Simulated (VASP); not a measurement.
# CdS (I-4m2) in VASP: notebook

CdS is run at these levels: PBE; tasks: single point.

Everything below comes from runs of VASP 6.6.1. Logs are shortened: lines on timing, memory, paths and dates and some standing lists are left out, and cuts for length are marked.

**1. The cell of the first run**

Symmetry: I-4m2, No. 119, tetragonal system. The conventional cell has a = 4.751 Å, b = 4.751 Å, c = 4.367 Å, α = 90.00°, β = 90.00°, γ = 90.00°. Within 3.4 Å of Cd (site symmetry -4m2) lie 4 S at 2.61 Å. Within 3.4 Å of S (site symmetry -4m2) lie 4 Cd at 2.61 Å.

**2. Single point, PBE**

INCAR reads:

```
ALGO = Normal ; EDIFF = 1E-6
ENCUT = 520 ; GGA = PE
ISIF = 2 ; ISMEAR = 0
LASPH = True ; LCHARG = False
LREAL = False ; LWAVE = False
NBANDS = 16 ; NELM = 60
PREC = Accurate ; SIGMA = 0.05
```

KPOINTS reads:

```
k-points
0
Gamma
  10 10 10
```

POSCAR reads:

```
CdS
1.0
    0.0000000000      3.3593496092      2.1835772460
    3.3593496092      0.0000000000      2.1835772460
    3.3593496092      3.3593496092      0.0000000000
Cd S
1 1
Direct
    0.0000000000      0.0000000000      0.0000000000
    0.7500000000      0.7500000000      0.7500000000
```

Potentials or basis: VASP PAW PBE potentials, release 64 (Cd, S).

Command:

```bash
$ cat potpaw_PBE.64/Cd/POTCAR potpaw_PBE.64/S/POTCAR > POTCAR
$ mpirun -np 1 vasp_std > vasp.out
```

OUTCAR:

```text
EDIFF = 1E-6
   ENCUT = 520
   GGA = PE
   ISIF = 2
   ISMEAR = 0
   LASPH = True
   LREAL = False
   NELM = 60
   PREC = Accurate

 ion  position               nearest neighbor table
   1  0.000  0.000  0.000-   2 2.61   2 2.61   2 2.61   2 2.61
   2  0.750  0.750  0.750-   1 2.61   1 2.61   1 2.61   1 2.61

  LATTYP: Found a body centered tetragonal cell.
 ALAT       =     4.7508377781
 C/A-ratio  =     0.9192388156

  Lattice vectors:

 A1 = (   0.0000000000,  -3.3593496092,  -2.1835772460)
 A2 = (   0.0000000000,   3.3593496092,  -2.1835772460)
 A3 = (   3.3593496092,   0.0000000000,   2.1835772460)

Analysis of symmetry for initial positions (statically):
=====================================================================
 Subroutine PRICEL returns:
 Original cell was already a primitive cell.

 Routine SETGRP: Setting up the symmetry group for a
 body centered tetragonal supercell.

 Subroutine GETGRP returns: Found  8 space group operations
 (whereof  8 operations were pure point group operations)
 out of a pool of 16 trial point group operations.

The static configuration has the point symmetry D_2d.

Analysis of symmetry for dynamics (positions and initial velocities):
=====================================================================
 Subroutine PRICEL returns:
 Original cell was already a primitive cell.

 Routine SETGRP: Setting up the symmetry group for a
 body centered tetragonal supercell.

 Subroutine GETGRP returns: Found  8 space group operations
 (whereof  8 operations were pure point group operations)
 out of a pool of 16 trial point group operations.

The dynamic configuration has the point symmetry D_2d.

 Subroutine INISYM returns: Found  8 space group operations
 (whereof  8 operations are pure point group operations),
 and found     1 'primitive' translations

----------------------------------------------------------------------------------------

                                     Primitive cell

  volume of cell :      49.2843

  direct lattice vectors                    reciprocal lattice vectors
     0.000000000  3.359349609  2.183577246    -0.148838334  0.148838334  0.228982053
     3.359349609  0.000000000  2.183577246     0.148838334 -0.148838334  0.228982053
     3.359349609  3.359349609  0.000000000     0.148838334  0.148838334 -0.228982053

  length of vectors
     4.006649396  4.006649396  4.750837778     0.311028102  0.311028102  0.311028102

  position of ions in fractional coordinates (direct lattice)
     0.000000000  0.000000000  0.000000000
     0.750000000  0.750000000  0.750000000

  ion indices of the primitive-cell ions
   primitive index   ion index
                 1           1
                 2           2

----------------------------------------------------------------------------------------

 KPOINTS: k-points

Automatic generation of k-mesh.
 Grid dimensions read from file:
 generate k-points for:   10   10   10

 Generating k-lattice:

  Cartesian coordinates                     Fractional coordinates (reciprocal lattice)
    -0.014883833  0.014883833  0.022898205     0.100000000  0.000000000  0.000000000
     0.014883833 -0.014883833  0.022898205     0.000000000  0.100000000  0.000000000
     0.014883833  0.014883833 -0.022898205    -0.000000000 -0.000000000  0.100000000

  Length of vectors
     0.031102810  0.031102810  0.031102810

  Shift w.r.t. Gamma in fractional coordinates (k-lattice)
     0.000000000  0.000000000  0.000000000

 Subroutine IBZKPT returns following result:
 ===========================================

 Found    102 irreducible k-points:

 Following reciprocal coordinates:
            Coordinates               Weight
  0.000000  0.000000  0.000000      1.000000
  0.100000  0.000000  0.000000      8.000000
  0.200000  0.000000  0.000000      8.000000
  0.300000  0.000000  0.000000      8.000000
  0.400000  0.000000  0.000000      8.000000
  0.500000  0.000000  0.000000      4.000000
[... 16 lines left out ...]
  0.300000  0.300000  0.000000      2.000000
  0.400000  0.300000  0.000000      8.000000
 [... further k-points ...]
   k-points           NKPTS =    102   k-points in BZ     NKDIM =    102   number of bands    NBANDS=     16
   number of dos      NEDOS =    301   number of ions     NIONS =      2
   total plane-waves  NPLWV =  32400
   dimension x,y,z NGX =    30 NGY =   30 NGZ =   36
   dimension x,y,z NGXF=    60 NGYF=   60 NGZF=   72
   ions per type =               1   1
   NGX,Y,Z   is equivalent  to a cutoff of  12.45, 12.45, 12.60 a.u.
   NGXF,Y,Z  is equivalent  to a cutoff of  24.90, 24.90, 25.19 a.u.
 SYSTEM =  unknown system
   PREC   = accura    normal or accurate (medium, high low for compatibility)
   ISTART =      0    job   : 0-new  1-cont  2-samecut
   ICHARG =      2    charge: 1-file 2-atom 10-const
   ISPIN  =      1    spin polarized calculation?
   LNONCOLLINEAR =      F non collinear calculations
   LSORBIT =      F    spin-orbit coupling
   LASPH  =      T    aspherical Exc in radial PAW
   ENCUT  =  520.0 eV  38.22 Ry    6.18 a.u.   7.45  7.45  8.83*2*pi/ulx,y,z
   NELM   =     60;   NELMIN=  2; NELMDL= -5     # of ELM steps
   EDIFF  = 0.1E-05   stopping-criterion for ELM
   LREAL  =      F    real-space projection
   EDIFFG = 0.1E-04   stopping-criterion for IOM
   NSW    =      0    number of steps for IOM
   IBRION =     -1    ionic relax: 0-MD 1-quasi-New 2-CG
   NFREE  =      0    steps in history (QN), initial steepest desc. (CG)
   ISIF   =      2    stress and relaxation
   ISYM   =      2    0-nonsym 1-usesym 2-fastsym
   POTIM  = 0.5000    time-step for ionic-motion
   TEBEG  =    0.0;   TEEND  =   0.0 temperature during run
   PSTRESS=    0.0 pullay stress
   NELECT =      18.0000    total number of electrons
   NUPDOWN=      -1.0000    fix difference up-down
   EMIN   =  10.00;   EMAX   =-10.00  energy-range for DOS
   EFERMI =   0.00;   METHOD = LEGACY
   ISMEAR =     0;   SIGMA  =   0.05  broadening in eV -4-tet -1-fermi 0-gaus
   EFERMI_NEDOS =   21; number of points for ismear=-14 and -15
   IALGO  =     38    algorithm
   IMIX   =      4    mixing-type and parameters
     AMIX     =   0.40;   BMIX     =  1.00
     AMIX_MAG =   1.60;   BMIX_MAG =  1.00
  volume/ion in A,a.u.               =      24.64       166.29
  Fermi-wavevector in a.u.,A,eV,Ry     =   1.170207  2.211371 18.631605  1.369384
  Thomas-Fermi vector in A             =   2.306669
   LORBIT       =      0    0 simple, 1 ext, 2 COOP (PROOUT), +10 PAW based schemes
   GGA     = PE    functional components
   LHFCALC =     F    Hartree Fock is set to
   AEXX    =    0.0000 exact exchange contribution
   IVDW    =     0    specifies the selected vdW correction
   LEPSILON=     F    determine dielectric tensor
   LRPA    =     F    only Hartree local field effects (RPA)
 non-spin polarized calculation
 Gauss-broadening in eV      SIGMA  =   0.05
  energy-cutoff  :      520.00
  volume of cell :       49.28
 maximum number of plane-waves:      1347
 NGX is ok and might be reduce to    30

 number of electron      18.0000001 magnetization

 Free energy of the ion-electron system (eV)
  ---------------------------------------------------
  ext. energy  EPLUGINS =         0.00000000
  ---------------------------------------------------
  free energy    TOTEN  =        -5.91575892 eV

  energy without entropy =       -5.91575892  energy(sigma->0) =       -5.91575892

 E-fermi :   1.8384     XC(G=0):  -9.3392

 val. band max:        1.6349235134   @ k =   0.0000   0.0000   0.0000
 cond. band min:       2.0442424072   @ k =   0.0000   0.0000   0.0000
 fundamental gap:      0.4093188938
 Fermi energy:         1.8383933385

 k-point     1 :       0.0000    0.0000    0.0000
  band No.  band energies     occupation
      1     -10.7746      2.00000
      2      -6.2676      2.00000
      3      -6.2676      2.00000
      4      -6.1577      2.00000
      5      -6.0438      2.00000
      6      -5.9489      2.00000
[... 8 lines left out ...]
     15      11.1935      0.00000
     16      12.9024      0.00000

 k-point     2 :       0.1000    0.0000    0.0000
  band No.  band energies     occupation
      1     -10.7233      2.00000
      2      -6.2646      2.00000
      3      -6.2614      2.00000
      4      -6.1509      2.00000
      5      -6.0334      2.00000
      6      -5.9420      2.00000
[... 8 lines left out ...]
     15      11.1923      0.00000
     16      13.5014      0.00000

 k-point     3 :       0.2000    0.0000    0.0000
  band No.  band energies     occupation
      1     -10.5875      2.00000
      2      -6.2648      2.00000
      3      -6.2415      2.00000
      4      -6.1209      2.00000
      5      -5.9966      2.00000
      6      -5.9201      2.00000
[... 8 lines left out ...]
     15      11.3989      0.00000
     16      14.2570      0.00000

 k-point     4 :       0.3000    0.0000    0.0000
  band No.  band energies     occupation
      1     -10.4174      2.00000
      2      -6.2766      2.00000
      3      -6.2045      2.00000
      4      -6.0627      2.00000
      5      -5.9361      2.00000
      6      -5.8714      2.00000
[... 8 lines left out ...]
     15      12.1464      0.00000
     16      14.0433      0.00000
[... 324 lines left out ...]
 k-point    22 :      -0.2000    0.2000    0.0000
  band No.  band energies     occupation
      1     -10.4346      2.00000
      2      -6.2085      2.00000
      3      -6.1318      2.00000
      4      -6.0843      2.00000
      5      -5.9843      2.00000
      6      -5.9678      2.00000
[... 8 lines left out ...]
     15      11.8487      0.00000
     16      12.2524      0.00000

 k-point    23 :       0.3000    0.3000    0.0000
  band No.  band energies     occupation
      1     -10.2357      2.00000
      2      -6.1777      2.00000
      3      -6.1699      2.00000
      4      -6.1699      2.00000
      5      -5.8933      2.00000
      6      -5.5917      2.00000
[... 8 lines left out ...]
     15      12.3436      0.00000
     16      16.4932      0.00000

 k-point    24 :       0.4000    0.3000    0.0000
  band No.  band energies     occupation
      1     -10.1694      2.00000
      2      -6.1998      2.00000
      3      -6.1354      2.00000
      4      -6.1140      2.00000
      5      -5.8594      2.00000
      6      -5.4528      2.00000
[... 8 lines left out ...]
     15      13.0148      0.00000
     16      16.3104      0.00000

 [... further k-points ...]
[... 5 lines left out ...]
  --------------------------------------------------------------------------------------
  -------------------------------------------------------------------------------------
  Total       -0.8905927     -0.8905927      0.6340981      0.0000000     -0.0000000      0.0000000
  in kB      -28.9521447    -28.9521447     20.6137995      0.0000000     -0.0000000      0.0000000
  external PRESSURE =     -12.4301633 kB  Pullay stress =       0.0000000 kB

 VOLUME and BASIS-vectors are now :
 -----------------------------------------------------------------------------
  energy-cutoff  :      520.00
  volume of cell :       49.28
      direct lattice vectors                 reciprocal lattice vectors
     0.000000000  3.359349609  2.183577246    -0.148838334  0.148838334  0.228982053
     3.359349609  0.000000000  2.183577246     0.148838334 -0.148838334  0.228982053
     3.359349609  3.359349609  0.000000000     0.148838334  0.148838334 -0.228982053

 POSITION                                       TOTAL-FORCE (eV/Angst)
 -----------------------------------------------------------------------------------
      0.00000      0.00000      0.00000        -0.000000     -0.000000      0.000000
      5.03902      5.03902      3.27537         0.000000      0.000000     -0.000000
 -----------------------------------------------------------------------------------
    total drift:                                0.000001      0.000001      0.000000

  FREE ENERGIE OF THE ION-ELECTRON SYSTEM (eV)
  ---------------------------------------------------
  free  energy   TOTEN  =        -5.9157589227 eV

  energy  without entropy=       -5.9157589227  energy(sigma->0) =       -5.91575892
```

Run time: 34 s. Hardware: 1 thread of Intel Xeon 6975P-C (Granite Rapids), shared host; peak memory 0.22 GiB.

Results:

```
Free energy            : -5.9158 eV
Pressure               : -1.2 GPa
Band gap on the k mesh : 0.41 eV, direct
```

**3. Single point, PBE**

This run uses another cell than the first one, of the same volume but with other edges.

INCAR reads:

```
SYSTEM = CdS
PREC = Accurate ; ENCUT = 520
EDIFF = 1E-6 ; ISMEAR = 0
SIGMA = 0.05 ; LREAL = .False.
LASPH = .True. ; NELM = 80
ALGO = Normal ; ISIF = 2
LWAVE = .False. ; LCHARG = .False.
GGA = PE ; NBANDS = 16
```

KPOINTS reads:

```
regular mesh
0
Gamma
  10 10 10
  0 0 0
```

POSCAR reads:

```
CdS
1.0
    0.0000000000      2.5421191524      3.8131787286
    2.5421191524      0.0000000000      3.8131787286
    2.5421191524      2.5421191524      0.0000000000
Cd S
1 1
Direct
    0.0000000000      0.0000000000      0.0000000000
    0.7500000000      0.7500000000      0.7500000000
```

Potentials or basis: VASP PAW PBE potentials, release 64 (Cd, S).

Command:

```bash
$ cat potpaw_PBE.64/Cd/POTCAR potpaw_PBE.64/S/POTCAR > POTCAR
$ mpirun -np 1 vasp_std > vasp.out
```

It took 32 s on 1 thread of Intel Xeon 6975P-C (Granite Rapids), shared host; peak memory 0.23 GiB.

It converged, with:

```
Free energy            : -5.5663 eV
Pressure               : -0.2 GPa
Band gap on the k mesh : zero (band 9 reaches 1.98 eV, above the bottom of band 10 at 1.96 eV)
```

Stress tensor (GPa, compression positive):
```
  5.49   0.00   0.00
  0.00   5.49   0.00
  0.00   0.00 -11.51
```

Levels at points of the mesh, in eV from the Fermi level:
| k point | band 5 | band 6 | band 7 | band 8 | band 9 | band 10 | band 11 | band 12 | band 13 | band 14 |
| --- | --- | --- | --- | --- | --- | --- | --- | --- | --- | --- |
| (0.00, 0.00, 0.00) | -8.17 | -8.06 | -2.20 | -0.51 | -0.06 | -0.06 | 6.74 | 6.75 | 6.75 | 7.23 |
| (0.50, 0.00, 0.00) | -8.14 | -7.81 | -4.64 | -2.25 | -0.21 | 1.00 | 5.76 | 7.13 | 8.50 | 9.86 |
| (0.50, 0.50, 0.00) | -8.13 | -8.05 | -5.92 | -1.02 | -1.02 | 4.42 | 4.60 | 7.12 | 10.43 | 10.43 |
| (0.50, 0.00, 0.50) | -7.99 | -7.60 | -3.44 | -2.80 | -2.34 | 2.50 | 2.82 | 6.75 | 8.14 | 8.48 |

**4. Single point, PBE**

This run uses another cell than the first one, of the same volume but with other edges.

INCAR reads:

```
SYSTEM = CdS
  ALGO = Normal
  EDIFF = 1E-7
  ENCUT = 520
  GGA = PE
  ISIF = 2
  ISMEAR = 0
  LASPH = .True.
  LCHARG = .False.
  LREAL = .False.
  LWAVE = .False.
  NBANDS = 16
  NELM = 60
  PREC = Accurate
  SIGMA = 0.05
```

KPOINTS reads:

```
k-points
0
Gamma
  10 10 10
  0 0 0
```

POSCAR reads:

```
CdS
1.0
    0.0000000000      2.9498679679      2.8318732491
    2.9498679679      0.0000000000      2.8318732491
    2.9498679679      2.9498679679      0.0000000000
Cd S
1 1
Direct
    0.0000000000      0.0000000000      0.0000000000
    0.7500000000      0.7500000000      0.7500000000
```

Command:

```bash
$ cat potpaw_PBE.64/Cd/POTCAR potpaw_PBE.64/S/POTCAR > POTCAR
$ mpirun -np 1 vasp_std > vasp.out
```

It took 38 s on 1 thread of Intel Xeon 6975P-C (Granite Rapids), shared host; peak memory 0.22 GiB.

Results (log left out):

```
Free energy            : -6.1119 eV
Pressure               : 3.6 GPa
Band gap on the k mesh : 1.09 eV, direct
```

Stress tensor (GPa, compression positive):
```
3.43 0.00 0.00
0.00 3.43 0.00
0.00 0.00 4.00
```

Levels at points of the mesh, in eV from the valence-band top:
```tsv
k point	band 5	band 6	band 7	band 8	band 9	band 10	band 11	band 12	band 13	band 14
(0.00, 0.00, 0.00)	-7.34	-7.33	-0.11	-0.11	0.00	1.09	6.48	6.48	6.49	11.14
(0.50, 0.00, 0.00)	-7.29	-6.95	-4.51	-0.91	-0.75	2.94	6.79	7.11	7.44	11.02
(0.50, 0.50, 0.00)	-7.24	-6.83	-3.89	-2.08	-2.08	3.38	4.05	9.47	10.68	10.68
(0.50, 0.00, 0.50)	-7.25	-6.92	-4.13	-1.95	-1.88	3.52	4.41	9.04	10.54	10.97
```

**5. The runs side by side**

```tsv
cell	gap on the mesh (eV)	pressure (GPa)
a = 4.007, b = 4.007, c = 4.751 Å, angles 53.6, 53.6, 72.7°, 2 atoms	0.41	-1.2
a = 4.583, b = 4.583, c = 3.595 Å, angles 66.9, 66.9, 46.2°, 2 atoms	none	-0.2
a = 4.089, b = 4.089, c = 4.172 Å, angles 59.3, 59.3, 61.3°, 2 atoms	1.09	3.6
```

Alike in all rows: task single point; level PBE; potentials or basis VASP PAW PBE potentials, release 64 (Cd, S); no spin polarisation; k mesh 10 × 10 × 10; cutoff (eV) 520; smearing gaussian 0.05 eV.

Total energies depend on the potentials used, so only differences within one code and one set of settings carry meaning.
